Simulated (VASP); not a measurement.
**Ga: single point with PBE**

Crystal: Ga.

```
CELL_PARAMETERS angstrom
-2.53295 2.34408 1.39745
2.34408 -2.53295 1.39745
2.97397 2.97397 -1.74337
ATOMIC_POSITIONS crystal
Ga 0.98950 0.01050 0.00000
Ga 0.76050 0.23950 0.50000
```

* Program: VASP 6.6.1
* Task: single point
* Functional: PBE
* Potentials or basis: VASP PAW PBE potentials, release 64 (Ga_d)
* Cutoff: 500 eV
* k mesh: 12 × 12 × 8
* Occupations: fermi-dirac, width 0.1 eV
* Spin: no spin polarisation

* Pressure: 0.1 GPa
* Band gap on the k mesh: zero (bands 13 and 14 overlap by 8.13 eV)

Levels at points of the mesh, in eV from the Fermi level:
```
           k point  band 10  band 11  band 12  band 13  band 14  band 15  band 16  band 17
(0.00, 0.00, 0.00)   -14.59   -10.82    -1.68    -1.48     1.20     4.97     9.66    10.33
(0.50, 0.00, 0.00)   -14.61    -4.14    -3.60    -1.63    -1.29     2.11     3.78     5.13
(0.00, 0.50, 0.00)   -14.61    -4.14    -3.60    -1.63    -1.29     2.11     3.78     5.13
(0.50, 0.50, 0.00)   -14.66    -7.96    -7.32     1.42     2.30     2.43     2.84     7.91
(0.00, 0.00, 0.50)   -14.65    -8.46    -8.46     3.73     3.73     5.42     5.42    10.79
(0.50, 0.00, 0.50)   -14.61    -5.43    -4.50     0.42     1.22     1.72     4.68     6.10
(0.00, 0.50, 0.50)   -14.61    -5.43    -4.50     0.42     1.22     1.72     4.68     6.10
(0.50, 0.50, 0.50)   -14.72    -5.99    -5.99    -4.10    -4.10     9.11     9.11    11.87
```

Run time: 5.1 min on 1 thread of Intel(R) Xeon(R) Platinum 8259CL CPU @ 2.50GHz (Skylake/Cascade Lake), on a shared host, peak memory 0.43 GiB.
